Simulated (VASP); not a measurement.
# Mg (I4/mmm) in VASP: single point with PBE

Aim: the single point of Mg with PBE.

Everything below comes from runs of VASP 6.6.1. Logs are shortened: lines on timing, memory, paths and dates and some standing lists are left out, and cuts for length are marked.

## 1. The cell of the first run

Symmetry: I4/mmm, No. 139, tetragonal system. Conventional cell: a = 3.668 Å, b = 3.668 Å, c = 3.415 Å, α = 90.00°, β = 90.00°, γ = 90.00°. Within 4.1 Å of Mg (site symmetry 4/mmm) lie 14 Mg at 3.11 to 3.67 Å.

## 2. Single point, PBE

INCAR

```
PREC     = Accurate       # precision mode
ENCUT    = 520            # plane-wave cutoff, eV
EDIFF    = 1E-6           # SCF threshold, eV
ISMEAR   = 0              # smearing method
SIGMA    = 0.1            # smearing width, eV
LREAL    = F              # projectors in reciprocal space
LASPH    = T              # aspherical terms in the spheres
NELM     = 60             # most SCF steps
ALGO     = Normal         # electronic algorithm
ISIF     = 2              # what is computed and relaxed
LWAVE    = F              # write WAVECAR
LCHARG   = F              # write CHGCAR
GGA      = PE             # functional
NBANDS   = 7              # bands
```

KPOINTS

```
Automatic mesh
0
Gamma
  16 16 16
```

POSCAR

```
Mg
1.0
   -1.8342257183      1.8342257183      1.7075974070
    1.8342257183     -1.8342257183      1.7075974070
    1.8342257183      1.8342257183     -1.7075974070
Mg
1
Direct
    0.0000000000      0.0000000000      0.0000000000
```

Potentials or basis: VASP PAW PBE potentials, release 64 (Mg).

On the command line:

```bash
cat potpaw_PBE.64/Mg/POTCAR > POTCAR
mpirun -np 1 vasp_std > vasp.out
```

OUTCAR:

```text
PREC = Accurate
   ENCUT = 520
   EDIFF = 1E-6
   ISMEAR = 0
   LREAL = F
   LASPH = T
   NELM = 60
   ISIF = 2
   GGA = PE

 ion  position               nearest neighbor table
   1  0.000  0.000  0.000-

  LATTYP: Found a body centered tetragonal cell.
 ALAT       =     3.6684514366
 C/A-ratio  =     0.9309636159

  Lattice vectors:

 A1 = (  -1.8342257183,   1.8342257183,   1.7075974070)
 A2 = (   1.8342257183,  -1.8342257183,   1.7075974070)
 A3 = (   1.8342257183,   1.8342257183,  -1.7075974070)

Analysis of symmetry for initial positions (statically):
=====================================================================
 Subroutine PRICEL returns:
 Original cell was already a primitive cell.

 Routine SETGRP: Setting up the symmetry group for a
 body centered tetragonal supercell.

 Subroutine GETGRP returns: Found 16 space group operations
 (whereof 16 operations were pure point group operations)
 out of a pool of 16 trial point group operations.

The static configuration has the point symmetry D_4h.

Analysis of symmetry for dynamics (positions and initial velocities):
=====================================================================
 Subroutine PRICEL returns:
 Original cell was already a primitive cell.

 Routine SETGRP: Setting up the symmetry group for a
 body centered tetragonal supercell.

 Subroutine GETGRP returns: Found 16 space group operations
 (whereof 16 operations were pure point group operations)
 out of a pool of 16 trial point group operations.

The dynamic configuration has the point symmetry D_4h.

 Subroutine INISYM returns: Found 16 space group operations
 (whereof 16 operations are pure point group operations),
 and found     1 'primitive' translations

----------------------------------------------------------------------------------------

                                     Primitive cell

  volume of cell :      22.9801

  direct lattice vectors                    reciprocal lattice vectors
    -1.834225718  1.834225718  1.707597407     0.000000000  0.272594586  0.292809065
     1.834225718 -1.834225718  1.707597407     0.272594586  0.000000000  0.292809065
     1.834225718  1.834225718 -1.707597407     0.272594586  0.272594586  0.000000000

  length of vectors
     3.105584788  3.105584788  3.105584788     0.400056192  0.400056192  0.385506960

  position of ions in fractional coordinates (direct lattice)
     0.000000000  0.000000000  0.000000000
[... 76 lines left out ...]
   EDIFF  = 0.1E-05   stopping-criterion for ELM
   LREAL  =      F    real-space projection
   EDIFFG = 0.1E-04   stopping-criterion for IOM
   NSW    =      0    number of steps for IOM
   IBRION =     -1    ionic relax: 0-MD 1-quasi-New 2-CG
   NFREE  =      0    steps in history (QN), initial steepest desc. (CG)
   ISIF   =      2    stress and relaxation
   ISYM   =      2    0-nonsym 1-usesym 2-fastsym
   POTIM  = 0.5000    time-step for ionic-motion
   TEBEG  =    0.0;   TEEND  =   0.0 temperature during run
   PSTRESS=    0.0 pullay stress
   NELECT =       2.0000    total number of electrons
   NUPDOWN=      -1.0000    fix difference up-down
   EMIN   =  10.00;   EMAX   =-10.00  energy-range for DOS
   EFERMI =   0.00;   METHOD = LEGACY
   ISMEAR =     0;   SIGMA  =   0.10  broadening in eV -4-tet -1-fermi 0-gaus
   EFERMI_NEDOS =   21; number of points for ismear=-14 and -15
   IALGO  =     38    algorithm
   IMIX   =      4    mixing-type and parameters
     AMIX     =   0.40;   BMIX     =  1.00
     AMIX_MAG =   1.60;   BMIX_MAG =  1.00
  volume/ion in A,a.u.               =      22.98       155.08
  Fermi-wavevector in a.u.,A,eV,Ry     =   0.725495  1.370987  7.161333  0.526343
  Thomas-Fermi vector in A             =   1.816231
   LORBIT       =      0    0 simple, 1 ext, 2 COOP (PROOUT), +10 PAW based schemes
   GGA     = PE    functional components
   LHFCALC =     F    Hartree Fock is set to
   AEXX    =    0.0000 exact exchange contribution
   IVDW    =     0    specifies the selected vdW correction
   LEPSILON=     F    determine dielectric tensor
   LRPA    =     F    only Hartree local field effects (RPA)
 non-spin polarized calculation
 Gauss-broadening in eV      SIGMA  =   0.10
  energy-cutoff  :      520.00
  volume of cell :       22.98
 maximum number of plane-waves:       635
   NGX = 11   NGY = 11   NGZ = 11

 number of electron       2.0000000 magnetization

 Free energy of the ion-electron system (eV)
  ---------------------------------------------------
  ext. energy  EPLUGINS =         0.00000000
  ---------------------------------------------------
  free energy    TOTEN  =        -1.47894172 eV

  energy without entropy =       -1.47704244  energy(sigma->0) =       -1.47799208

 E-fermi :   2.6973     XC(G=0):  -8.4908

 val. band max:        2.6965802744   @ k =  -0.3750  -0.3750   0.3750
 cond. band min:       2.7044359249   @ k =   0.3125   0.3125   0.1250
 fundamental gap:      0.0078556506
 Fermi energy:         2.6972735795

 k-point     1 :       0.0000    0.0000    0.0000
  band No.  band energies     occupation
      1      -4.2961      2.00000
      2      14.7368      0.00000
      3      16.1993      0.00000
      4      16.1993      0.00000
      5      16.8771      0.00000
      6      17.0775      0.00000
      7      17.0775      0.00000
[... 221 lines left out ...]
 k-point    24 :      -0.0625    0.0625    0.0000
  band No.  band energies     occupation
      1      -4.2084      2.00000
      2      13.6805      0.00000
      3      15.7930      0.00000
      4      15.7958      0.00000
      5      16.1804      0.00000
      6      17.0850      0.00000
      7      17.6785      0.00000

 [... further k-points ...]

------------------------ aborting loop because EDIFF is reached ----------------------------------------

  FORCE on cell =-STRESS in cart. coord.  units (eV):
  Direction    XX          YY          ZZ          XY          YZ          ZX
  --------------------------------------------------------------------------------------
  -------------------------------------------------------------------------------------
  Total       -0.0175498     -0.0175498     -0.0228803      0.0000000      0.0000000      0.0000000
  in kB       -1.2235808     -1.2235808     -1.5952247      0.0000000      0.0000000      0.0000000
  external PRESSURE =      -1.3474621 kB  Pullay stress =       0.0000000 kB

 VOLUME and BASIS-vectors are now :
 -----------------------------------------------------------------------------
  energy-cutoff  :      520.00
  volume of cell :       22.98
      direct lattice vectors                 reciprocal lattice vectors
    -1.834225718  1.834225718  1.707597407     0.000000000  0.272594586  0.292809065
     1.834225718 -1.834225718  1.707597407     0.272594586  0.000000000  0.292809065
     1.834225718  1.834225718 -1.707597407     0.272594586  0.272594586  0.000000000

 POSITION                                       TOTAL-FORCE (eV/Angst)
 -----------------------------------------------------------------------------------
      0.00000      0.00000      0.00000         0.000000      0.000000      0.000000
 -----------------------------------------------------------------------------------
    total drift:                               -0.000000      0.000000      0.000000

  FREE ENERGIE OF THE ION-ELECTRON SYSTEM (eV)
  ---------------------------------------------------
  free  energy   TOTEN  =        -1.4789417232 eV

  energy  without entropy=       -1.4770424405  energy(sigma->0) =       -1.47799208
```

OSZICAR:

```text
N       E                     dE             d eps       ncg     rms          rms(c)
DAV:   1    -0.822108327255E+00   -0.82211E+00   -0.81705E+02  5292   0.197E+02
DAV:   2    -0.148477818382E+01   -0.66267E+00   -0.64201E+00  6489   0.113E+01
DAV:   3    -0.148714366494E+01   -0.23655E-02   -0.23629E-02  6181   0.741E-01
DAV:   4    -0.148714765125E+01   -0.39863E-05   -0.39863E-05  7000   0.232E-02
DAV:   5    -0.148714766117E+01   -0.99247E-08   -0.97153E-08  6202   0.755E-04    0.676E-01
DAV:   6    -0.148327760899E+01    0.38701E-02   -0.31347E-04  5432   0.126E-01    0.433E-01
DAV:   7    -0.147893416627E+01    0.43434E-02   -0.14222E-03  5075   0.223E-01    0.248E-02
DAV:   8    -0.147894217645E+01   -0.80102E-05   -0.88490E-06  7259   0.181E-02    0.565E-03
DAV:   9    -0.147894172318E+01    0.45327E-06   -0.70652E-07  5439   0.344E-03
   1 F= -.14789417E+01 E0= -.14779921E+01  d E =-.189928E-02
```

Wall time 18 s (1 thread of Intel Xeon Platinum 8375C at 2.90GHz (Ice Lake), shared host); peak memory 0.18 GiB.

Results:

- Free energy: -1.4789 eV
- Pressure: -0.1 GPa
- Band gap on the k mesh: zero (band 1 reaches 5.96 eV, above the bottom of band 2 at 1.40 eV)
